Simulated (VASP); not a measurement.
Input of a VASP 6.6.1 run:

The input INCAR:

```
  PREC = Accurate
  ENCUT = 520
  EDIFF = 1E-7
  ISMEAR = 0
  SIGMA = 0.05
  LREAL = F
  LASPH = T
  NELM = 60
  ALGO = Normal
  ISIF = 2
  LWAVE = F
  LCHARG = F
  GGA = PS
  NBANDS = 20
```

File KPOINTS:

```
Automatic mesh
0
Gamma
  12 12 12
```

The input POSCAR:

```
SnO2
1.0
    1.6321500000      0.9423222419      4.0575333333
   -1.6321500000      0.9423222419      4.0575333333
    0.0000000000     -1.8846444837      4.0575333333
Sn O
1 2
Direct
    0.5000000000      0.5000000000      0.5000000000
    0.2414378084      0.2414378084      0.2414378084
    0.7585621916      0.7585621916      0.7585621916
```

Potentials or basis: VASP PAW PBE potentials, release 64 (Sn_d, O).

Run with:

```bash
$ cat potpaw_PBE.64/Sn_d/POTCAR potpaw_PBE.64/O/POTCAR > POTCAR
$ mpirun -np 1 vasp_std > vasp.out
```

(1) Predict the band gap on the k mesh.

(2) What does it give for the pressure?

## Answers

(1) 1.44 eV, direct.

(2) 2.8 GPa.

Caveat: the PAW data sets were made with another functional, which shifts forces and pressure a little; spin-orbit coupling is left out, which moves the levels of the heavy elements.
